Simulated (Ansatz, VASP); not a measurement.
# Two plane-wave programs on CeO2

File INCAR:

```
ALGO = Normal
EDIFF = 1E-6
ENCUT = 520
GGA = PE
ISIF = 2
ISMEAR = 0
LASPH = True
LCHARG = False
LREAL = False
LWAVE = False
NBANDS = 19
NELM = 100
PREC = Accurate
SIGMA = 0.02
```

Contents of KPOINTS:

```
k-points
0
Gamma
  10 10 10
```

File POSCAR:

```
CeO2
1.0
    0.0000000000      2.7043592785      2.7043592785
    2.7043592785      0.0000000000      2.7043592785
    2.7043592785      2.7043592785      0.0000000000
Ce O
1 2
Direct
    0.0000000000      0.0000000000      0.0000000000
    0.2500000000      0.2500000000      0.2500000000
    0.7500000000      0.7500000000      0.7500000000
```

Input for Ansatz:

```yaml
crystal:
  lattice:
    - [0.0, 2.7043592785, 2.7043592785]
    - [2.7043592785, 0.0, 2.7043592785]
    - [2.7043592785, 2.7043592785, 0.0]
  atoms:
    - { symbol: Ce, position: [0.0, 0.0, 0.0] }
    - { symbol: O, position: [0.25, 0.25, 0.25] }
    - { symbol: O, position: [0.75, 0.75, 0.75] }
basis:
  ecutwfc: 600.0
kpoints:
  mp_grid: { grid: [10, 10, 10] }
hamiltonian:
  xc: pbe
scf:
  occupations: { method: gaussian, width: 0.02 }
output:
  forces: true
  stress: true
  eigenvalues: true
```

Alike in both runs: task single point; functional PBE; k mesh 10 × 10 × 10; occupations gaussian, width 0.02 eV; no spin polarisation.

```csv
,VASP,Ansatz
version,VASP 6.6.1,Ansatz 0.2.0
potentials or method,"VASP PAW PBE potentials, release 64 (Ce, O), cutoff 520 eV","scalar-relativistic, plane waves, PAW"
valence electrons in the cell,24,24
```

|  | VASP | Ansatz | Ansatz less VASP |
| --- | --- | --- | --- |
| gap on the k mesh at the Fermi level (eV) | 1.97 | 2.01 | +0.037 |
| least direct gap on the mesh (eV) | 2.05 | 2.08 | +0.037 |
| pressure (GPa) | 5.7 | 5.7 | -0.01 |

The functional is the same, so the differences come from potentials, cutoffs and numerics.

Spin-orbit coupling is off throughout.
